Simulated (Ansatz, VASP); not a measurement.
# MgO in VASP and in Ansatz

INCAR

```
SYSTEM = MgO
PREC = Accurate
ENCUT = 520
EDIFF = 1E-7
ISMEAR = 0
SIGMA = 0.05
LREAL = .FALSE.
LASPH = .TRUE.
NELM = 60
ALGO = Normal
ISIF = 2
LWAVE = .FALSE.
LCHARG = .FALSE.
NBANDS = 11
```

Contents of KPOINTS:

```
regular mesh
0
G
  10 10 10
  0 0 0
```

The input POSCAR:

```
MgO
1.0
    2.9380209034      0.0000000000      0.0000000000
   -1.4690104517      2.5444007392      0.0000000000
    0.0000000000      0.0000000000      2.6796800000
Mg O
1 1
Direct
    0.0000000000      0.0000000000      0.0000000000
    0.3333333333      0.6666666667      0.5000000000
```

Contents of input.yaml:

```yaml
crystal:
  lattice:
    - [2.9380209034, 0.0, 0.0]
    - [-1.4690104517, 2.5444007392, 0.0]
    - [0.0, 0.0, 2.67968]
  atoms:
    - { symbol: Mg, position: [0.0, 0.0, 0.0] }
    - { symbol: O, position: [0.3333333333, 0.6666666667, 0.5] }
kpoints:
  mp_grid: { grid: [10, 10, 10] }
scf:
  occupations: { method: gaussian, width: 0.05 }
hamiltonian:
  xc: lda
  pseudopotentials: { kind: all_electron, lapw: { basis_error: 0.001 } }
output:
  forces: true
  stress: true
  eigenvalues: true
```

Alike in both runs: task single point; functional LDA; k mesh 10 × 10 × 10; occupations gaussian, width 0.05 eV; no spin polarisation.

```csv
,VASP,Ansatz
version,VASP 6.6.1,Ansatz 0.2.0
potentials or method,"VASP PAW LDA potentials, release 64 (Mg, O), cutoff 520 eV","all-electron LAPW, scalar-relativistic"
```

|  | VASP | Ansatz | Ansatz less VASP |
| --- | --- | --- | --- |
| gap on the k mesh at the Fermi level (eV) | 2.95 | 2.96 | +0.003 |
| least direct gap on the mesh (eV) | 3.35 | 3.35 | 0.000 |
| pressure (GPa) | -11.0 | -9.2 | +1.78 |
| traceless stress, the component that is largest in VASP (GPa) | -1.06 | -0.84 | +0.216 |

LDA's correlation is that of Perdew and Zunger in VASP and of Perdew and Wang (1992) in Ansatz. Ansatz ran all-electron here, and VASP with PAW potentials.
